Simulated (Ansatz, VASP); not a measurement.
# One calculation of GaP, two programs

File INCAR:

```
PREC = Accurate
ENCUT = 520
EDIFF = 1E-7
ISMEAR = -1
SIGMA = 0.02
LREAL = F
LASPH = T
NELM = 60
ALGO = Normal
ISIF = 2
LWAVE = F
LCHARG = F
GGA = PE
NBANDS = 16
```

Contents of KPOINTS:

```
regular mesh
0
Gamma
  8 8 8
```

Contents of POSCAR:

```
GaP
1.0
    0.0000000000      2.5923998101      2.5923998101
    2.5923998101      0.0000000000      2.5923998101
    2.5923998101      2.5923998101      0.0000000000
Ga P
1 1
Direct
    0.0000000000      0.0000000000      0.0000000000
    0.2500000000      0.2500000000      0.2500000000
```

Input for Ansatz:

```yaml
crystal:
  lattice:
    - [0.0, 2.5923998101, 2.5923998101]
    - [2.5923998101, 0.0, 2.5923998101]
    - [2.5923998101, 2.5923998101, 0.0]
  atoms:
    - { symbol: Ga, position: [0.0, 0.0, 0.0] }
    - { symbol: P, position: [0.25, 0.25, 0.25] }
kpoints:
  mp_grid: { grid: [8, 8, 8] }
  band_path:
    path:
      - [0.0, 0.0, 0.0]
      - [-0.5, -0.5, 0.0]
      - [-0.375, -0.375, 0.25]
      - [-0.375, 0.0, 0.375]
      - [0.0, 0.0, 0.5]
      - [-0.5, -0.25, 0.25]
      - [-0.45, -0.45, 0.0]
    npoints: 1
hamiltonian:
  xc: pbe
scf:
  occupations: { method: fermi_dirac, width: 0.02 }
  n_extra_bands: 4
output:
  forces: true
  stress: true
  eigenvalues: true
```

Change from the starting cell: hydrostatic strain -4.9%.

Alike in both runs: task single point; functional PBE; k mesh 8 × 8 × 8; occupations fermi-dirac, width 0.02 eV; no spin polarisation.

|  | VASP | Ansatz |
| --- | --- | --- |
| version | VASP 6.6.1 | Ansatz 0.2.0 |
| potentials or method | VASP PAW PBE potentials, release 64 (Ga_d, P) | plane waves, PAW |
| plane-wave cutoff (eV) | 520 | 420 |
| valence electrons in the cell | 18 | 18 |

```csv
,VASP,Ansatz,Ansatz less VASP
gap on the k mesh at the Fermi level (eV),1.30,1.30,-0.001
pressure (GPa),20.5,20.7,+0.17
```

With one functional, cell and mesh, what is left measures potentials, basis and numerics.
